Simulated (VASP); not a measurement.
# KCl (Fm-3m) in VASP: single point with PBE

Aim: the single point of KCl with PBE.

All numbers are computed with VASP 6.6.1; they aren't measurements. Logs are shortened: lines on timing, memory, paths and dates and some standing lists are left out, and cuts for length are marked.

### 1 The cell of the first run

It takes space group Fm-3m (No. 225, cubic). The conventional cell has a = 6.380 Å, b = 6.380 Å, c = 6.380 Å, α = 90.00°, β = 90.00°, γ = 90.00°. Within 4.2 Å of K (site symmetry m-3m) lie 6 Cl at 3.19 Å. Cl (site symmetry m-3m) has 6 K at 3.19 Å within 4.2 Å.

### 2 Single point, PBE

Input file INCAR:

```
ALGO     = Normal         # electronic algorithm
EDIFF    = 1E-6           # SCF threshold, eV
ENCUT    = 520            # plane-wave cutoff, eV
GGA      = PE             # functional
ISIF     = 2              # what is computed and relaxed
ISMEAR   = 0              # smearing method
LASPH    = T              # aspherical terms in the spheres
LCHARG   = T              # write CHGCAR
LELF     = T              # ELF
LREAL    = F              # projectors in reciprocal space
LVHAR    = T            
LWAVE    = F              # write WAVECAR
NBANDS   = 24             # bands
NELM     = 100            # most SCF steps
PREC     = Accurate       # precision mode
SIGMA    = 0.05           # smearing width, eV
```

Input file KPOINTS:

```
k-points
0
Gamma
  6 6 6
```

Input file POSCAR:

```
KCl
1.0
    0.0000000000     -3.1897839381     -3.1897839381
   -3.1897839381      0.0000000000     -3.1897839381
    3.1897839381      3.1897839381     -6.3795678762
K Cl
2 2
Direct
    0.0000000000      0.0000000000      0.0000000000
    0.5000000000      0.5000000000      0.5000000000
    0.7500000000      0.7500000000      0.7500000000
    0.2500000000      0.2500000000      0.2500000000
```

Potentials or basis: VASP PAW PBE potentials, release 64 (K_sv, Cl).

Command:

```console
$ cat potpaw_PBE.64/K_sv/POTCAR potpaw_PBE.64/Cl/POTCAR > POTCAR
$ mpirun -np 1 vasp_std > vasp.out
```

OUTCAR:

```text
EDIFF = 1E-6
   ENCUT = 520
   GGA = PE
   ISIF = 2
   ISMEAR = 0
   LASPH = T
   LREAL = F
   NELM = 100
   PREC = Accurate

 ion  position               nearest neighbor table
   1  0.000  0.000  0.000-   3 3.19   3 3.19   3 3.19   4 3.19   4 3.19   4 3.19
   2  0.500  0.500  0.500-   4 3.19   4 3.19   3 3.19   4 3.19   3 3.19   3 3.19
   3  0.750  0.750  0.750-   2 3.19   2 3.19   1 3.19   2 3.19   1 3.19   1 3.19
   4  0.250  0.250  0.250-   1 3.19   1 3.19   1 3.19   2 3.19   2 3.19   2 3.19

  LATTYP: Found a trigonal (rhomboedric) cell.
 ALAT       =     7.8133430381
 COS(alpha) =     0.8333333333

  Lattice vectors:

 A1 = (   3.1897839381,   6.3795678762,  -3.1897839381)
 A2 = (   6.3795678762,   3.1897839381,  -3.1897839381)
 A3 = (   3.1897839381,   3.1897839381,  -6.3795678762)

Analysis of symmetry for initial positions (statically):
=====================================================================
 Subroutine PRICEL returns following result:

  LATTYP: Found a face centered cubic cell.
 ALAT       =     6.3795678762

  Lattice vectors:

 A1 = (   0.0000000000,  -3.1897839381,   3.1897839381)
 A2 = (   3.1897839381,  -3.1897839381,  -0.0000000000)
 A3 = (   3.1897839381,   0.0000000000,   3.1897839381)

   2 primitive cells build up your supercell.

 Routine SETGRP: Setting up the symmetry group for a
 trigonal (rhombohedral) supercell.

 Subroutine GETGRP returns: Found 12 space group operations
 (whereof 12 operations were pure point group operations)
 out of a pool of 12 trial point group operations.

The static configuration has the point symmetry D_3d.

Analysis of symmetry for dynamics (positions and initial velocities):
=====================================================================
 Subroutine PRICEL returns following result:

  LATTYP: Found a face centered cubic cell.
 ALAT       =     6.3795678762

  Lattice vectors:

 A1 = (   0.0000000000,  -3.1897839381,   3.1897839381)
 A2 = (   3.1897839381,  -3.1897839381,  -0.0000000000)
 A3 = (   3.1897839381,   0.0000000000,   3.1897839381)

   2 primitive cells build up your supercell.

 Routine SETGRP: Setting up the symmetry group for a
 trigonal (rhombohedral) supercell.

 Subroutine GETGRP returns: Found 12 space group operations
 (whereof 12 operations were pure point group operations)
 out of a pool of 12 trial point group operations.

The dynamic configuration has the point symmetry D_3d.

 Subroutine INISYM returns: Found 12 space group operations
 (whereof 12 operations are pure point group operations),
 and found     2 'primitive' translations

----------------------------------------------------------------------------------------

                                     Primitive cell

  volume of cell :      64.9103

  direct lattice vectors                    reciprocal lattice vectors
     0.000000000 -3.189783938  3.189783938    -0.156750429 -0.156750429  0.156750429
     3.189783938 -3.189783938 -0.000000000     0.156750429 -0.156750429 -0.156750429
     3.189783938  0.000000000  3.189783938     0.156750429  0.156750429  0.156750429

  length of vectors
     4.511035706  4.511035706  4.511035706     0.271499707  0.271499707  0.271499707

  position of ions in fractional coordinates (direct lattice)
     0.000000000  0.000000000  0.000000000
     0.500000000  0.500000000  0.500000000

  ion indices of the primitive-cell ions
   primitive index   ion index
                 1           1
                 2           3

----------------------------------------------------------------------------------------

 KPOINTS: k-points

Automatic generation of k-mesh.
 Grid dimensions read from file:
 generate k-points for:    6    6    6

 Generating k-lattice:

  Cartesian coordinates                     Fractional coordinates (reciprocal lattice)
     0.013062536 -0.039187607 -0.013062536     0.166666667  0.000000000  0.000000000
    -0.039187607  0.013062536 -0.013062536     0.000000000  0.166666667  0.000000000
     0.013062536  0.013062536 -0.013062536     0.000000000  0.000000000  0.166666667

  Length of vectors
     0.043323530  0.043323530  0.022624976

  Shift w.r.t. Gamma in fractional coordinates (k-lattice)
     0.000000000  0.000000000  0.000000000

 Subroutine IBZKPT returns following result:
 ===========================================

 Found     32 irreducible k-points:

 Following reciprocal coordinates:
            Coordinates               Weight
  0.000000  0.000000  0.000000      1.000000
  0.166667  0.000000  0.000000      6.000000
  0.333333  0.000000  0.000000      6.000000
  0.500000  0.000000  0.000000      3.000000
  0.166667  0.166667  0.000000      6.000000
  0.333333  0.166667  0.000000     12.000000
[... 16 lines left out ...]
 -0.166667  0.500000  0.166667     12.000000
 -0.333333 -0.333333  0.166667      6.000000
 [... further k-points ...]
   k-points           NKPTS =     32   k-points in BZ     NKDIM =     32   number of bands    NBANDS=     24
   number of dos      NEDOS =    301   number of ions     NIONS =      4
   total plane-waves  NPLWV =  77760
   dimension x,y,z NGX =    36 NGY =   36 NGZ =   60
   dimension x,y,z NGXF=    72 NGYF=   72 NGZF=  120
   ions per type =               2   2
   NGX,Y,Z   is equivalent  to a cutoff of  13.27, 13.27, 12.77 a.u.
   NGXF,Y,Z  is equivalent  to a cutoff of  26.53, 26.53, 25.53 a.u.
 SYSTEM =  unknown system
   PREC   = accura    normal or accurate (medium, high low for compatibility)
   ISTART =      0    job   : 0-new  1-cont  2-samecut
   ICHARG =      2    charge: 1-file 2-atom 10-const
   ISPIN  =      1    spin polarized calculation?
   LNONCOLLINEAR =      F non collinear calculations
   LSORBIT =      F    spin-orbit coupling
   LASPH  =      T    aspherical Exc in radial PAW
   ENCUT  =  520.0 eV  38.22 Ry    6.18 a.u.   8.39  8.39 14.53*2*pi/ulx,y,z
   NELM   =    100;   NELMIN=  2; NELMDL= -5     # of ELM steps
   EDIFF  = 0.1E-05   stopping-criterion for ELM
   LREAL  =      F    real-space projection
   EDIFFG = 0.1E-04   stopping-criterion for IOM
   NSW    =      0    number of steps for IOM
   IBRION =     -1    ionic relax: 0-MD 1-quasi-New 2-CG
   NFREE  =      0    steps in history (QN), initial steepest desc. (CG)
   ISIF   =      2    stress and relaxation
   ISYM   =      2    0-nonsym 1-usesym 2-fastsym
   POTIM  = 0.5000    time-step for ionic-motion
   TEBEG  =    0.0;   TEEND  =   0.0 temperature during run
   PSTRESS=    0.0 pullay stress
   NELECT =      32.0000    total number of electrons
   NUPDOWN=      -1.0000    fix difference up-down
   EMIN   =  10.00;   EMAX   =-10.00  energy-range for DOS
   EFERMI =   0.00;   METHOD = LEGACY
   ISMEAR =     0;   SIGMA  =   0.05  broadening in eV -4-tet -1-fermi 0-gaus
   EFERMI_NEDOS =   21; number of points for ismear=-14 and -15
   IALGO  =     38    algorithm
   IMIX   =      4    mixing-type and parameters
     AMIX     =   0.40;   BMIX     =  1.00
     AMIX_MAG =   1.60;   BMIX_MAG =  1.00
  volume/ion in A,a.u.               =      32.46       219.02
  Fermi-wavevector in a.u.,A,eV,Ry     =   1.026464  1.939735 14.335473  1.053628
  Thomas-Fermi vector in A             =   2.160358
   LORBIT       =      0    0 simple, 1 ext, 2 COOP (PROOUT), +10 PAW based schemes
   GGA     = PE    functional components
   LHFCALC =     F    Hartree Fock is set to
   AEXX    =    0.0000 exact exchange contribution
   IVDW    =     0    specifies the selected vdW correction
   LEPSILON=     F    determine dielectric tensor
   LRPA    =     F    only Hartree local field effects (RPA)
 non-spin polarized calculation
 Gauss-broadening in eV      SIGMA  =   0.05
  energy-cutoff  :      520.00
  volume of cell :      129.82
 maximum number of plane-waves:      3525
 NGX is ok and might be reduce to    36
   NGX = 17   NGY = 17   NGZ = 29

 number of electron      31.9999997 magnetization

 Free energy of the ion-electron system (eV)
  ---------------------------------------------------
  ext. energy  EPLUGINS =         0.00000000
  ---------------------------------------------------
  free energy    TOTEN  =       -13.62198250 eV

  energy without entropy =      -13.62198250  energy(sigma->0) =      -13.62198250

 E-fermi :  -1.6926     XC(G=0):  -7.3730

 val. band max:       -2.0001197169   @ k =   0.0000   0.0000   0.0000
 cond. band min:       3.0484197122   @ k =   0.0000   0.0000   0.0000
 fundamental gap:      5.0485394291
 Fermi energy:        -1.6925739217

 k-point     1 :       0.0000    0.0000    0.0000
  band No.  band energies     occupation
      1     -29.3002      2.00000
      2     -29.2916      2.00000
      3     -14.2447      2.00000
      4     -14.0733      2.00000
      5     -12.7685      2.00000
      6     -12.7685      2.00000
[... 16 lines left out ...]
     23       7.2086      0.00000
     24       7.2086      0.00000

 k-point     2 :       0.1667    0.0000    0.0000
  band No.  band energies     occupation
      1     -29.2982      2.00000
      2     -29.2909      2.00000
      3     -14.1951      2.00000
      4     -14.1124      2.00000
      5     -12.7972      2.00000
      6     -12.7740      2.00000
[... 16 lines left out ...]
     23       7.4005      0.00000
     24       7.6410      0.00000

 k-point     3 :       0.3333    0.0000    0.0000
  band No.  band energies     occupation
      1     -29.2938      2.00000
      2     -29.2897      2.00000
      3     -14.1513      2.00000
      4     -14.1195      2.00000
      5     -12.8452      2.00000
      6     -12.7844      2.00000
[... 16 lines left out ...]
     23       7.8091      0.00000
     24       7.8624      0.00000

 k-point     4 :       0.5000    0.0000    0.0000
  band No.  band energies     occupation
      1     -29.2904      2.00000
      2     -29.2904      2.00000
      3     -14.1266      2.00000
      4     -14.1266      2.00000
      5     -12.8143      2.00000
      6     -12.8143      2.00000
[... 16 lines left out ...]
     23       8.2849      0.00000
     24       8.2864      0.00000

 k-point     5 :       0.1667    0.1667    0.0000
  band No.  band energies     occupation
      1     -29.2980      2.00000
      2     -29.2910      2.00000
      3     -14.1880      2.00000
      4     -14.1209      2.00000
      5     -12.7910      2.00000
      6     -12.7783      2.00000
[... 16 lines left out ...]
     23       7.5558      0.00000
     24       7.5558      0.00000

 k-point     6 :       0.3333    0.1667    0.0000
  band No.  band energies     occupation
      1     -29.2949      2.00000
      2     -29.2901      2.00000
      3     -14.1577      2.00000
      4     -14.1228      2.00000
      5     -12.8221      2.00000
      6     -12.8030      2.00000
[... 16 lines left out ...]
     23       7.6189      0.00000
     24       7.8150      0.00000
[... 379 lines left out ...]
 k-point    21 :       0.5000    0.5000    0.1667
  band No.  band energies     occupation
      1     -29.2915      2.00000
      2     -29.2893      2.00000
      3     -14.2299      2.00000
      4     -14.0042      2.00000
      5     -12.8671      2.00000
      6     -12.8048      2.00000
[... 16 lines left out ...]
     23       8.2299      0.00000
     24       8.4412      0.00000

 k-point    22 :      -0.3333    0.5000    0.1667
  band No.  band energies     occupation
      1     -29.2910      2.00000
      2     -29.2898      2.00000
      3     -14.1880      2.00000
      4     -14.0590      2.00000
      5     -12.8407      2.00000
      6     -12.7977      2.00000
[... 16 lines left out ...]
     23       8.3677      0.00000
     24       8.4017      0.00000

 k-point    23 :      -0.1667    0.5000    0.1667
  band No.  band energies     occupation
      1     -29.2904      2.00000
      2     -29.2904      2.00000
      3     -14.1593      2.00000
      4     -14.0917      2.00000
      5     -12.8159      2.00000
      6     -12.8079      2.00000
[... 16 lines left out ...]
     23       8.0442      0.00000
     24       8.4337      0.00000

 k-point    24 :      -0.3333   -0.3333    0.1667
  band No.  band energies     occupation
      1     -29.2929      2.00000
      2     -29.2907      2.00000
      3     -14.2085      2.00000
      4     -14.0572      2.00000
      5     -12.8128      2.00000
      6     -12.7988      2.00000
[... 16 lines left out ...]
     23       8.0606      0.00000
     24       8.1673      0.00000

 [... further k-points ...]

------------------------ aborting loop because EDIFF is reached ----------------------------------------

  FORCE on cell =-STRESS in cart. coord.  units (eV):
  Direction    XX          YY          ZZ          XY          YZ          ZX
  --------------------------------------------------------------------------------------
  -------------------------------------------------------------------------------------
  Total        0.0219702      0.0219702      0.0219702     -0.0000598      0.0000598      0.0000598
  in kB        0.2711445      0.2711445      0.2711445     -0.0007383      0.0007383      0.0007383
  external PRESSURE =       0.2711445 kB  Pullay stress =       0.0000000 kB

 VOLUME and BASIS-vectors are now :
 -----------------------------------------------------------------------------
  energy-cutoff  :      520.00
  volume of cell :      129.82
      direct lattice vectors                 reciprocal lattice vectors
     0.000000000 -3.189783938 -3.189783938     0.078375214 -0.235125643 -0.078375214
    -3.189783938  0.000000000 -3.189783938    -0.235125643  0.078375214 -0.078375214
     3.189783938  3.189783938 -6.379567876     0.078375214  0.078375214 -0.078375214

 POSITION                                       TOTAL-FORCE (eV/Angst)
 -----------------------------------------------------------------------------------
      0.00000      0.00000      0.00000        -0.000000      0.000000      0.000000
      0.00000      0.00000     -6.37957         0.000000      0.000000      0.000000
      0.00000      0.00000     -9.56935         0.000000     -0.000000      0.000000
      0.00000      0.00000     -3.18978        -0.000000     -0.000000     -0.000000
 -----------------------------------------------------------------------------------
    total drift:                                0.000000     -0.000000     -0.000000

  FREE ENERGIE OF THE ION-ELECTRON SYSTEM (eV)
  ---------------------------------------------------
  free  energy   TOTEN  =       -13.6219824966 eV

  energy  without entropy=      -13.6219824966  energy(sigma->0) =      -13.62198250
```

It took 3.5 min on 1 thread of AMD EPYC 7R13, shared host; peak memory 0.27 GiB.

What came out:

| Quantity | Value |
| --- | --- |
| Free energy | -13.6220 eV |
| Pressure | 0.0 GPa |
| Band gap on the k mesh | 5.05 eV |

A k mesh can miss the band edges.
